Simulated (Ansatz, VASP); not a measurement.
## Two plane-wave programs on HfF5

```
CELL_PARAMETERS angstrom
2.08649 -5.53108 0.00000
2.08649 5.53108 0.00000
0.00000 0.00000 5.11442
ATOMIC_POSITIONS crystal
Hf 0.50000 0.50000 0.50000
F 0.36810 0.63190 0.76429
F 0.63190 0.36810 0.76429
F 0.63190 0.36810 0.23571
F 0.36810 0.63190 0.23571
F 0.00000 0.00000 0.50000
```

Alike in both runs: functional PBE; k mesh 10 × 10 × 8; occupations gaussian, width 0.1 eV; no spin polarisation.

Ansatz relaxed the structure, and its values are those at the end. VASP's run is a single point on that final structure, the one shown.

|  | VASP | Ansatz |
| --- | --- | --- |
| version | VASP 6.6.1 | Ansatz 0.2.0 |
| potentials or method | VASP PAW PBE potentials, release 64 (Hf_pv, F), cutoff 520 eV | scalar-relativistic, plane waves, PAW |
| valence electrons in the cell | 45 | 61 |

```csv
,VASP,Ansatz,Ansatz less VASP
gap on the k mesh at the Fermi level (eV),none,none,-
pressure (GPa),-1.2,0.0,+1.18
rms of the force components (eV/Å),0.080,0.000,-0.0799
```

A gap of «none» marks a metal or a gap that the smearing closes. The functional is the same, so the differences come from potentials, cutoffs and numerics. VASP's potentials hold 45 valence electrons a cell and Ansatz's 61, so a difference there can come from the potentials and not from the codes.

Spin-orbit coupling is off throughout.
